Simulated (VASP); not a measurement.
# Co (P6_3/mmc) in VASP: a series of runs

Co is run at these levels: RPBE+D4, BLYP+D4, PBE exchange alone; tasks: single point.

Program: VASP 6.6.1. These are calculated values, not measurements. Logs are shortened: lines on timing, memory, paths and dates and some standing lists are left out, and cuts for length are marked.

## (1) The cell of the first run

The structure is hexagonal, space group P6_3/mmc (No. 194). Conventional cell: a = 2.505 Å, b = 2.505 Å, c = 4.074 Å, α = 90.00°, β = 90.00°, γ = 120.00°. Within 3.3 Å of Co (site symmetry -6m2) lie 12 Co at 2.50 Å.

## (2) Single point, RPBE+D4, collinear spin, ferromagnetic start

The input, INCAR:

```
PREC = Accurate ; ENCUT = 520
EDIFF = 1E-7 ; ISMEAR = -1
SIGMA = 0.05 ; LREAL = False
LASPH = True ; NELM = 150
ALGO = Normal ; ISIF = 2
LWAVE = False ; LCHARG = False
ISPIN = 2 ; MAGMOM = 2 2
LORBIT = 11 ; LMAXMIX = 4
GGA = RP ; IVDW = 13
NBANDS = 20
```

The input, KPOINTS:

```
Automatic mesh
0
Gamma
  12 12 7
```

The input, POSCAR:

```
Co
1.0
    2.5045299482      0.0000000000      0.0000000000
   -1.2522649741      2.1689865596      0.0000000000
    0.0000000000      0.0000000000      4.0740599388
Co
2
Direct
    0.6666666667      0.3333333333      0.7500000000
    0.3333333333      0.6666666667      0.2500000000
```

Potentials or basis: VASP PAW PBE potentials, release 64 (Co).

On the command line:

```console
$ cat potpaw_PBE.64/Co/POTCAR > POTCAR
$ mpirun -np 1 vasp_std > vasp.out
```

OUTCAR:

```text
PREC = Accurate
   ENCUT = 520
   EDIFF = 1E-7
   ISMEAR = -1
   LREAL = False
   LASPH = True
   NELM = 150
   ISIF = 2
   ISPIN = 2
   LORBIT = 11
   GGA = RP
   IVDW = 13

 ion  position               nearest neighbor table
   1  0.667  0.333  0.750-   2 2.50   2 2.50   2 2.50   2 2.50   2 2.50   2 2.50
   2  0.333  0.667  0.250-   1 2.50   1 2.50   1 2.50   1 2.50   1 2.50   1 2.50

  LATTYP: Found a hexagonal cell.
 ALAT       =     2.5045299482
 C/A-ratio  =     1.6266764715

  Lattice vectors:

 A1 = (   2.5045299482,   0.0000000000,   0.0000000000)
 A2 = (  -1.2522649741,   2.1689865596,   0.0000000000)
 A3 = (   0.0000000000,   0.0000000000,   4.0740599388)

Analysis of symmetry for initial positions (statically):
=====================================================================
 Subroutine PRICEL returns:
 Original cell was already a primitive cell.

 Routine SETGRP: Setting up the symmetry group for a
 hexagonal supercell.

 Subroutine GETGRP returns: Found 24 space group operations
 (whereof 12 operations were pure point group operations)
 out of a pool of 24 trial point group operations.

The static configuration has the point symmetry D_3d.
 The point group associated with its full space group is D_6h.

Analysis of symmetry for dynamics (positions and initial velocities):
=====================================================================
 Subroutine PRICEL returns:
 Original cell was already a primitive cell.

 Routine SETGRP: Setting up the symmetry group for a
 hexagonal supercell.

 Subroutine GETGRP returns: Found 24 space group operations
 (whereof 12 operations were pure point group operations)
 out of a pool of 24 trial point group operations.

The dynamic configuration has the point symmetry D_3d.
 The point group associated with its full space group is D_6h.

Analysis of structural, dynamic, and magnetic symmetry:
=====================================================================
 Subroutine PRICEL returns:
 Original cell was already a primitive cell.

 Routine SETGRP: Setting up the symmetry group for a
 hexagonal supercell.

 Subroutine GETGRP returns: Found 24 space group operations
 (whereof 12 operations were pure point group operations)
 out of a pool of 24 trial point group operations.

The overall configuration has the point symmetry D_3d.
 The point group associated with its full space group is D_6h.

 Subroutine INISYM returns: Found 24 space group operations
 (whereof 12 operations are pure point group operations),
 and found     1 'primitive' translations

----------------------------------------------------------------------------------------

                                     Primitive cell

  volume of cell :      22.1315

  direct lattice vectors                    reciprocal lattice vectors
     2.504529948  0.000000000  0.000000000     0.399276519  0.230522406  0.000000000
    -1.252264974  2.168986560  0.000000000     0.000000000  0.461044812  0.000000000
     0.000000000  0.000000000  4.074059939     0.000000000  0.000000000  0.245455397

  length of vectors
     2.504529948  2.504529948  4.074059939     0.461044812  0.461044812  0.245455397

  position of ions in fractional coordinates (direct lattice)
     0.666666667  0.333333333  0.750000000
     0.333333333  0.666666667  0.250000000

  ion indices of the primitive-cell ions
   primitive index   ion index
                 1           1
                 2           2

----------------------------------------------------------------------------------------

 KPOINTS: Automatic mesh

Automatic generation of k-mesh.
 Grid dimensions read from file:
 generate k-points for:   12   12    7

 Generating k-lattice:

  Cartesian coordinates                     Fractional coordinates (reciprocal lattice)
     0.033273043  0.019210200  0.000000000     0.083333333  0.000000000  0.000000000
     0.000000000  0.038420401  0.000000000     0.000000000  0.083333333  0.000000000
     0.000000000  0.000000000  0.035065057     0.000000000  0.000000000  0.142857143

  Length of vectors
     0.038420401  0.038420401  0.035065057

  Shift w.r.t. Gamma in fractional coordinates (k-lattice)
     0.000000000  0.000000000  0.000000000

 Subroutine IBZKPT returns following result:
 ===========================================

 Found     76 irreducible k-points:

 Following reciprocal coordinates:
            Coordinates               Weight
  0.000000  0.000000  0.000000      1.000000
  0.083333  0.000000  0.000000      6.000000
  0.166667  0.000000  0.000000      6.000000
  0.250000  0.000000  0.000000      6.000000
  0.333333 -0.000000  0.000000      6.000000
  0.416667  0.000000  0.000000      6.000000
[... 16 lines left out ...]
  0.250000  0.000000  0.142857     12.000000
  0.333333 -0.000000  0.142857     12.000000
 [... further k-points ...]
   k-points           NKPTS =     76   k-points in BZ     NKDIM =     76   number of bands    NBANDS=     20
   number of dos      NEDOS =    301   number of ions     NIONS =      2
   total plane-waves  NPLWV =  12000
   dimension x,y,z NGX =    20 NGY =   20 NGZ =   30
   dimension x,y,z NGXF=    40 NGYF=   40 NGZF=   60
   ions per type =               2
   NGX,Y,Z   is equivalent  to a cutoff of  13.28, 13.28, 12.24 a.u.
   NGXF,Y,Z  is equivalent  to a cutoff of  26.55, 26.55, 24.48 a.u.
 SYSTEM =  unknown system
   PREC   = accura    normal or accurate (medium, high low for compatibility)
   ISTART =      0    job   : 0-new  1-cont  2-samecut
   ICHARG =      2    charge: 1-file 2-atom 10-const
   ISPIN  =      2    spin polarized calculation?
   LNONCOLLINEAR =      F non collinear calculations
   LSORBIT =      F    spin-orbit coupling
   LASPH  =      T    aspherical Exc in radial PAW
   ENCUT  =  520.0 eV  38.22 Ry    6.18 a.u.   4.66  4.66  7.58*2*pi/ulx,y,z
   NELM   =    150;   NELMIN=  2; NELMDL= -5     # of ELM steps
   EDIFF  = 0.1E-06   stopping-criterion for ELM
   LREAL  =      F    real-space projection
   EDIFFG = 0.1E-05   stopping-criterion for IOM
   NSW    =      0    number of steps for IOM
   IBRION =     -1    ionic relax: 0-MD 1-quasi-New 2-CG
   NFREE  =      0    steps in history (QN), initial steepest desc. (CG)
   ISIF   =      2    stress and relaxation
   ISYM   =      2    0-nonsym 1-usesym 2-fastsym
   POTIM  = 0.5000    time-step for ionic-motion
   TEBEG  =    0.0;   TEEND  =   0.0 temperature during run
   PSTRESS=    0.0 pullay stress
   NELECT =      18.0000    total number of electrons
   NUPDOWN=      -1.0000    fix difference up-down
   EMIN   =  10.00;   EMAX   =-10.00  energy-range for DOS
   EFERMI =   0.00;   METHOD = LEGACY
   ISMEAR =    -1;   SIGMA  =   0.05  broadening in eV -4-tet -1-fermi 0-gaus
   EFERMI_NEDOS =   21; number of points for ismear=-14 and -15
   IALGO  =     38    algorithm
   IMIX   =      4    mixing-type and parameters
     AMIX     =   0.40;   BMIX     =  1.00
     AMIX_MAG =   1.60;   BMIX_MAG =  1.00
  volume/ion in A,a.u.               =      11.07        74.68
  Fermi-wavevector in a.u.,A,eV,Ry     =   1.528137  2.887759 31.772343  2.335201
  Thomas-Fermi vector in A             =   2.635937
   LORBIT       =     11    0 simple, 1 ext, 2 COOP (PROOUT), +10 PAW based schemes
   GGA     = RP    functional components
   LHFCALC =     F    Hartree Fock is set to
   AEXX    =    0.0000 exact exchange contribution
   IVDW    =    13    specifies the selected vdW correction
   LEPSILON=     F    determine dielectric tensor
   LRPA    =     F    only Hartree local field effects (RPA)
 spin polarized calculation
  energy-cutoff  :      520.00
  volume of cell :       22.13
 maximum number of plane-waves:       615
 NGX is ok and might be reduce to    20
   NGX =  9   NGY =  9   NGZ = 15

 number of electron      18.0000003 magnetization       3.2973066

 Free energy of the ion-electron system (eV)
  ---------------------------------------------------
  ext. energy  EPLUGINS =         0.00000000
  ---------------------------------------------------
  free energy    TOTEN  =       -13.03299919 eV

  energy without entropy =      -13.01744130  energy(sigma->0) =      -13.02522024

 E-fermi :  10.1271     XC(G=0): -13.1767

 val. band max:       10.1253861673   @ k =   0.3333   0.3333   0.4286
 cond. band min:      10.1315182088   @ k =   0.2500   0.1667   0.4286
 fundamental gap:      0.0061320415
 Fermi energy:        10.1271287661

 spin component 1

 k-point     1 :       0.0000    0.0000    0.0000
  band No.  band energies     occupation
      1       1.3568      1.00000
      2       5.0627      1.00000
      3       7.4658      1.00000
      4       7.5184      1.00000
      5       7.5184      1.00000
      6       7.8108      1.00000
[... 12 lines left out ...]
     19      35.8010      0.00000
     20      35.8010      0.00000

 k-point     2 :       0.0833    0.0000    0.0000
  band No.  band energies     occupation
      1       1.5972      1.00000
      2       5.2054      1.00000
      3       7.2844      1.00000
      4       7.6281      1.00000
      5       7.6664      1.00000
      6       7.7649      1.00000
[... 12 lines left out ...]
     19      37.1981      0.00000
     20      38.1440      0.00000
[... 465 lines left out ...]
      3       6.5246      1.00000
      4       6.9246      1.00000
      5       7.3904      1.00000
      6       7.7534      1.00000
[... 12 lines left out ...]
     19      34.6007      0.00000
     20      35.8626      0.00000

 k-point    24 :       0.3333   -0.0000    0.1429
  band No.  band energies     occupation
      1       4.5530      1.00000
      2       5.7900      1.00000
      3       6.1504      1.00000
      4       6.8808      1.00000
      5       7.5667      1.00000
      6       7.6104      1.00000
[... 12 lines left out ...]
     19      33.1028      0.00000
     20      34.5717      0.00000

 [... further k-points ...]

 spin component 2

 k-point     1 :       0.0000    0.0000    0.0000
  band No.  band energies     occupation
      1       1.2933      1.00000
      2       6.0276      1.00000
      3       9.1670      1.00000
      4       9.2360      1.00000
      5       9.2360      1.00000
      6       9.5840      0.99998
[... 12 lines left out ...]
     19      36.0381      0.00000
     20      36.0381      0.00000

 k-point     2 :       0.0833    0.0000    0.0000
  band No.  band energies     occupation
      1       1.5345      1.00000
      2       6.1924      1.00000
      3       8.9491      1.00000
      4       9.2576      1.00000
      5       9.3577      1.00000
      6       9.4005      1.00000
[... 12 lines left out ...]
     19      36.9959      0.00000
     20      38.3823      0.00000
[... 465 lines left out ...]
      3       7.6928      1.00000
      4       8.3620      1.00000
      5       9.0369      1.00000
      6       9.5112      1.00000
[... 12 lines left out ...]
     19      34.9368      0.00000
     20      36.1313      0.00000

 k-point    24 :       0.3333   -0.0000    0.1429
  band No.  band energies     occupation
      1       4.7585      1.00000
      2       7.0095      1.00000
      3       7.3606      1.00000
      4       8.2102      1.00000
      5       9.1064      1.00000
      6       9.3664      1.00000
[... 12 lines left out ...]
     19      33.1928      0.00000
     20      34.8574      0.00000

 [... further k-points ...]

------------------------ aborting loop because EDIFF is reached ----------------------------------------

  DFT-D4 for vdW energy calculation

  Edisp (eV):   -1.64307

  FORCE on cell =-STRESS in cart. coord.  units (eV):
  Direction    XX          YY          ZZ          XY          YZ          ZX
  --------------------------------------------------------------------------------------
  -------------------------------------------------------------------------------------
  Total      -1.23816    -1.23816    -1.57186    -0.00000     0.00000    -0.00000
  in kB     -89.63458   -89.63458  -113.79282    -0.00000     0.00000    -0.00000
  external pressure =      -97.69 kB  Pullay stress =        0.00 kB

 VOLUME and BASIS-vectors are now :
 -----------------------------------------------------------------------------
  energy-cutoff  :      520.00
  volume of cell :       22.13
      direct lattice vectors                 reciprocal lattice vectors
     2.504529948  0.000000000  0.000000000     0.399276519  0.230522406  0.000000000
    -1.252264974  2.168986560  0.000000000     0.000000000  0.461044812  0.000000000
     0.000000000  0.000000000  4.074059939     0.000000000  0.000000000  0.245455397

 POSITION                                       TOTAL-FORCE (eV/Angst)
 -----------------------------------------------------------------------------------
      1.25226      0.72300      3.05554        -0.000000     -0.000000     -0.000000
     -0.00000      1.44599      1.01851         0.000000      0.000000      0.000000
 -----------------------------------------------------------------------------------
    total drift:                               -0.000000      0.000000     -0.000000

  FREE ENERGIE OF THE ION-ELECTRON SYSTEM (eV)
  ---------------------------------------------------
  free  energy   TOTEN  =       -14.6760740982 eV

  energy  without entropy=      -14.6605162117  energy(sigma->0) =      -14.66829515

 total charge

# of ion       s       p       d       tot
------------------------------------------
    1        0.483   0.507   7.246   8.236
    2        0.483   0.507   7.246   8.236
--------------------------------------------------
tot          0.966   1.013  14.492  16.472

 magnetization (x)

# of ion       s       p       d       tot
------------------------------------------
    1       -0.015  -0.058   1.749   1.676
    2       -0.015  -0.058   1.749   1.676
--------------------------------------------------
tot         -0.030  -0.116   3.498   3.352
```

It took 32 s on 1 thread of Intel Xeon 6975P-C (Granite Rapids), shared host; peak memory 0.17 GiB.

Results:

* Free energy: -14.6761 eV
* Pressure: -9.8 GPa
* Net moment: 3.30 μB per cell
* Site moments: Co +1.68 μB
* Valence electrons inside the program's atomic spheres: Co 8.24
* Dispersion energy per atom: -0.822 eV

Levels at points of the mesh, in eV from the Fermi level:
Spin up:
| k point | band 8 | band 9 | band 10 | band 11 | band 12 | band 13 | band 14 | band 15 |
| --- | --- | --- | --- | --- | --- | --- | --- | --- |
| (0.00, 0.00, 0.00) | -1.97 | -1.97 | -0.93 | -0.93 | -0.11 | 6.09 | 21.87 | 24.36 |
| (0.50, 0.00, 0.00) | -0.78 | -0.72 | -0.64 | 1.23 | 3.22 | 9.51 | 10.15 | 12.48 |
Spin down:
```tsv
k point	band 4	band 5	band 6	band 7	band 8	band 9	band 10	band 11
(0.00, 0.00, 0.00)	-0.89	-0.89	-0.54	-0.54	-0.25	-0.11	-0.11	1.05
(0.50, 0.00, 0.00)	-1.81	-1.03	-1.00	-0.59	1.19	1.29	1.35	2.48
```

Caveat: the cell stands under tension; the PAW data sets were made with another functional, which shifts forces and pressure a little.

## (3) Single point, BLYP+D4, collinear spin, ferromagnetic start

The input, INCAR:

```
SYSTEM = Co
PREC     = Accurate       ! precision mode
ENCUT    = 520            ! plane-wave cutoff, eV
EDIFF    = 1E-6           ! SCF threshold, eV
ISMEAR   = -1             ! smearing method
SIGMA    = 0.05           ! smearing width, eV
LREAL    = .False.        ! projectors in reciprocal space
LASPH    = .True.         ! aspherical terms in the spheres
NELM     = 150            ! most SCF steps
ALGO     = Normal         ! electronic algorithm
ISIF     = 2              ! what is computed and relaxed
LWAVE    = .False.        ! write WAVECAR
LCHARG   = .True.         ! write CHGCAR
ISPIN    = 2              ! spin polarisation
MAGMOM   = 2 2            ! initial moments
LORBIT   = 11             ! projections on sites
LMAXMIX  = 4              ! l up to which the mixer works
GGA      = B5             ! functional
ALDAX    = 1.0          
AGGAX    = 1.0          
AGGAC    = 1.0          
ALDAC    = 0.0          
IVDW     = 13             ! dispersion correction
VDW_S6   = 1.0          
VDW_S8   = 2.34076671   
VDW_A1   = 0.44488865   
VDW_A2   = 4.0933009    
LELF     = .True.         ! ELF
LVHAR    = .True.       
NBANDS   = 20             ! bands
```

The input, KPOINTS:

```
Automatic mesh
0
Gamma
  12 12 7
  0 0 0
```

POSCAR is that of step 2.

Potentials or basis: VASP PAW PBE potentials, release 64 (Co).

On the command line:

```console
$ cat potpaw_PBE.64/Co/POTCAR > POTCAR
$ mpirun -np 1 vasp_std > vasp.out
```

Run time: 29 s. Hardware: 1 thread of Intel Xeon 6975P-C (Granite Rapids), shared host; peak memory 0.17 GiB.

It converged, with:

```yaml
Free_energy: -13.7449 eV
Pressure: -6.8 GPa
Net_moment: 3.20 μB per cell
Site_moments: Co +1.62 μB
Valence_electrons_inside_the_program's_atomic_spheres: Co 8.27
Dispersion_energy_per_atom: -0.813 eV
```

Stress tensor (GPa, compression positive):
```
-5.88  0.00  0.00
 0.00 -5.88  0.00
 0.00  0.00 -8.70
```

Levels at points of the mesh, in eV from the Fermi level:
Spin up:
```csv
k point,band 7,band 8,band 9,band 10,band 11,band 12,band 13,band 14,band 15,band 16
"(0.00, 0.00, 0.00)",-2.23,-1.87,-1.87,-0.81,-0.81,0.10,6.16,22.24,24.29,24.29
"(0.50, 0.00, 0.00)",-2.14,-0.66,-0.60,-0.52,1.40,3.34,9.64,10.18,12.83,13.73
```
Spin down:
| k point | band 4 | band 5 | band 6 | band 7 | band 8 | band 9 | band 10 | band 11 |
| --- | --- | --- | --- | --- | --- | --- | --- | --- |
| (0.00, 0.00, 0.00) | -0.94 | -0.94 | -0.60 | -0.60 | -0.17 | -0.17 | 0.09 | 1.00 |
| (0.50, 0.00, 0.00) | -1.62 | -1.07 | -1.00 | -0.62 | 1.15 | 1.24 | 1.31 | 2.56 |

Caveat: the cell stands under tension; the PAW data sets were made with another functional, which shifts forces and pressure a little.

(Part 1 of 2 ends here.)
